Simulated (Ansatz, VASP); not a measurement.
## One calculation of Ta2H3, two programs

File INCAR:

```
SYSTEM = Ta2H3
PREC = Accurate ; ENCUT = 600
EDIFF = 1E-6 ; ISMEAR = 0
SIGMA = 0.1 ; LREAL = .FALSE.
LASPH = .TRUE. ; NELM = 80
ALGO = Normal ; ISIF = 3
LWAVE = .FALSE. ; LCHARG = .FALSE.
GGA = PE ; IBRION = 2
NSW = 90 ; EDIFFG = -0.04
```

The input KPOINTS:

```
regular mesh
0
G
  4 4 6
  0 0 0
```

POSCAR

```
Ta2H3
1.0
    3.8971787171      0.0000000000      0.0000000000
    0.0000000000      3.8971787171      0.0000000000
    0.0000000000      0.0000000000      3.3413742467
Ta H
2 3
Direct
    0.0000000000      0.0000000000      0.5000000000
    0.5000000000      0.5000000000      0.5000000000
    0.0000000000      0.5000000000      0.0000000000
    0.5000000000      0.0000000000      0.0000000000
    0.5000000000      0.5000000000      0.0000000000
```

Input for Ansatz:

```yaml
crystal:
  lattice:
    - [3.8971787171, 0.0, 0.0]
    - [0.0, 3.8971787171, 0.0]
    - [0.0, 0.0, 3.3413742467]
  atoms:
    - { symbol: Ta, position: [0.0, 0.0, 0.5] }
    - { symbol: Ta, position: [0.5, 0.5, 0.5] }
    - { symbol: H, position: [0.0, 0.5, 0.0] }
    - { symbol: H, position: [0.5, 0.0, 0.0] }
    - { symbol: H, position: [0.5, 0.5, 0.0] }
basis:
  ecutwfc: 420
kpoints:
  mp_grid: { grid: [4, 4, 6] }
hamiltonian:
  xc: pbe
scf:
  occupations: { method: gaussian, width: 0.1 }
  lower_state_search: "off"
output:
  forces: true
  stress: true
  eigenvalues: true
relax:
  adjacent_minimum: "off"
  f_tol: 0.04
  max_steps: 70
  cell: { stress_tol: 0.4 }
```

Alike in both runs: task relaxation of cell and atoms; functional PBE; k mesh 4 × 4 × 6; occupations gaussian, width 0.1 eV; no spin polarisation.

|  | VASP | Ansatz |
| --- | --- | --- |
| version | VASP 6.6.1 | Ansatz 0.2.0 |
| potentials or method | VASP PAW PBE potentials, release 64 (Ta_pv, H), cutoff 600 eV | scalar-relativistic, plane waves, PAW |
| valence electrons in the cell | 25 | 29 |

```csv
,VASP,Ansatz,Ansatz less VASP
"gap on the k mesh at the Fermi level, each at its own relaxed structure (eV)",none,none,-
relaxed volume (Å³/atom),10.11,10.10,-0.013
relaxed cell length with the largest relative difference (Å),3.376,3.372,-0.0037
```

A gap of «none» marks a metal or a gap that the smearing closes. VASP's potentials hold 25 valence electrons a cell and Ansatz's 29, so a difference there can come from the potentials and not from the codes.

The k mesh is coarse, so the values compare programs but aren't converged. Spin-orbit coupling is off throughout.
